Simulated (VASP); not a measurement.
## BN: single point with PBEsol

BN:

```
B N
1.0
     2.54439    0.00000    0.00000
    -1.27219    2.20350    0.00000
     0.00000    0.00000    6.51039
B N
2 2
Direct
  0.00000 0.00000 0.50000
  0.33333 0.66667 0.00000
  0.00000 0.00000 0.00000
  0.66667 0.33333 0.50000
```

This cell differs from its parent crystal: ratio of the length along z to the lengths across it x 0.96, volume and fractional coordinates fixed.

```yaml
Program: VASP 6.6.1
Task: single point
Functional: PBEsol
Potentials_or_basis: VASP PAW PBE potentials, release 64 (B, N)
Cutoff: 520 eV
k_mesh: 12 × 12 × 4
Occupations: gaussian, width 0.05 eV
Spin: no spin polarisation
Dipole_correction: no
Further_INCAR_settings: ALGO = Normal; EDIFF = 1e-07; NBANDS = 16
```

The pressure is -10.2 GPa and the band gap on the k mesh is 4.16 eV, indirect (least direct gap 4.25 eV).

Stress tensor (GPa, compression positive):
```
-15.88   0.00   0.00
  0.00 -15.88   0.00
  0.00   0.00   1.09
```

Levels at points of the mesh, in eV from the valence-band top:
```csv
k point,band 5,band 6,band 7,band 8,band 9,band 10,band 11,band 12
"(0.00, 0.00, 0.00)",-1.48,-1.48,-1.34,-1.34,5.08,10.07,11.03,11.03
"(0.50, 0.00, 0.00)",-4.18,-4.02,-1.38,-0.67,4.16,5.39,9.04,9.17
"(0.00, 0.00, 0.50)",-1.48,-1.48,-1.34,-1.34,7.48,7.53,11.05,11.05
"(0.50, 0.00, 0.50)",-4.17,-4.03,-1.01,-0.88,4.41,4.49,9.25,9.39
```

Wall time 16 s on 1 thread of Intel(R) Xeon(R) 6975P-C (Granite Rapids), with other jobs on the host, peak memory 0.15 GiB.

Caveat: the PAW data sets were made with another functional, which shifts forces and pressure a little; this functional lacks dispersion, which binds the layers, so the pressure and a relaxed spacing across them are unreliable. A k mesh can miss the band edges.
